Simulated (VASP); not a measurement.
Set up this calculation in VASP 6.6.1, as the native input.

```yaml
Task: single point
Functional: PBE
Potentials_or_basis: VASP PAW PBE potentials, release 64 (Mo_sv)
Cutoff: 520 eV
k_mesh: 20 × 20 × 20
Occupations: gaussian, width 0.15 eV
Spin: no spin polarisation
Dipole_correction: no
Further_INCAR_settings: ALGO = Fast; EDIFF = 1e-07; NBANDS = 13
```

The structure of Mo lies in POSCAR:

```
Mo
1.0
   -1.4011144202      1.8751846013      1.4644027894
    1.4011144202     -1.8751846013      1.4644027894
    1.4011144202      1.8751846013     -1.4644027894
Mo
1
Direct
    0.0000000000      0.0000000000      0.0000000000
```

This cell differs from its parent crystal: strain +e along x and -e along y -0.1500, strain +e along z and -e/2 along x and y -0.0733.

One way to write it, as run:

INCAR

```
SYSTEM = Mo
ALGO     = Fast           ! electronic algorithm
EDIFF    = 1E-7           ! SCF threshold, eV
ENCUT    = 520            ! plane-wave cutoff, eV
GGA      = PE             ! functional
ISIF     = 2              ! what is computed and relaxed
ISMEAR   = 0              ! smearing method
LASPH    = .True.         ! aspherical terms in the spheres
LCHARG   = .False.        ! write CHGCAR
LREAL    = .False.        ! projectors in reciprocal space
LWAVE    = .False.        ! write WAVECAR
NBANDS   = 13             ! bands
NELM     = 60             ! most SCF steps
PREC     = Accurate       ! precision mode
SIGMA    = 0.15           ! smearing width, eV
```

KPOINTS

```
k-points
0
Gamma
  20 20 20
  0 0 0
```

Potentials or basis: VASP PAW PBE potentials, release 64 (Mo_sv).

The run is started by

```sh
$ cat potpaw_PBE.64/Mo_sv/POTCAR > POTCAR
$ mpirun -np 1 vasp_std > vasp.out
```

It gave:

* Pressure: 11.4 GPa
* Band gap on the k mesh: zero (band 7 reaches 16.59 eV, above the bottom of band 8 at 11.62 eV)

Caveat: the cell differs from its parent crystal (strain +e along x and -e along y -0.1500, strain +e along z and -e/2 along x and y -0.0733).

Run time: 7.1 min on 1 thread of AMD EPYC 7R43 64-Core Processor (Zen 3), with other jobs on the host, peak memory 0.28 GiB.
